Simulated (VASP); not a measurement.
# ZnB4: single point with PBE

Crystal: ZnB4.

```
CELL_PARAMETERS angstrom
-1.52967 1.52967 4.02696
1.52967 -1.52967 4.02696
1.52967 1.52967 -4.02696
ATOMIC_POSITIONS crystal
Zn 0.00000 0.00000 0.00000
B 0.38312 0.38312 0.00000
B 0.61688 0.61688 0.00000
B 0.75000 0.25000 0.50000
B 0.25000 0.75000 0.50000
```

The cell was built from a structure type or drawn by symmetry, and may not be a known phase.

- Program: VASP 6.6.1
- Task: single point
- Functional: PBE
- Potentials or basis: VASP PAW PBE potentials, release 64 (Zn, B)
- Cutoff: 520 eV
- k mesh: 18 × 18 × 18
- Occupations: gaussian, width 0.1 eV
- Spin: no spin polarisation

```
Pressure               : 0.5 GPa
Largest force          : 0.008 eV/Å
Band gap on the k mesh : zero (bands 12 and 13 overlap by 3.14 eV)
```

Forces in eV/Å, atoms in the order of the input:
```
Zn   0.000  0.000  0.000
B    0.000  0.000 -0.008
B    0.000  0.000  0.008
B    0.000  0.000  0.000
B    0.000  0.000  0.000
```

Stress tensor (GPa, compression positive):
```
0.45 0.00 0.00
0.00 0.45 0.00
0.00 0.00 0.53
```

Levels at points of the mesh, in eV from the Fermi level:
| k point | band 9 | band 10 | band 11 | band 12 | band 13 | band 14 | band 15 | band 16 |
| --- | --- | --- | --- | --- | --- | --- | --- | --- |
| (0.00, 0.00, 0.00) | -4.40 | -4.40 | -0.99 | -0.99 | 0.76 | 1.06 | 2.16 | 4.60 |
| (0.50, 0.00, 0.00) | -6.34 | -3.18 | -1.99 | -1.79 | 2.13 | 2.68 | 3.06 | 5.77 |
| (0.50, 0.50, 0.00) | -7.15 | -6.27 | -4.26 | -2.80 | -0.54 | 1.46 | 1.55 | 7.05 |
| (0.50, 0.50, 0.50) | -5.76 | -2.19 | 0.49 | 1.56 | 2.48 | 2.48 | 2.83 | 3.57 |

Run time: 9.1 min on 1 thread of AMD EPYC 7R13 Processor (Zen 3) (shared host), peak memory 0.43 GiB.
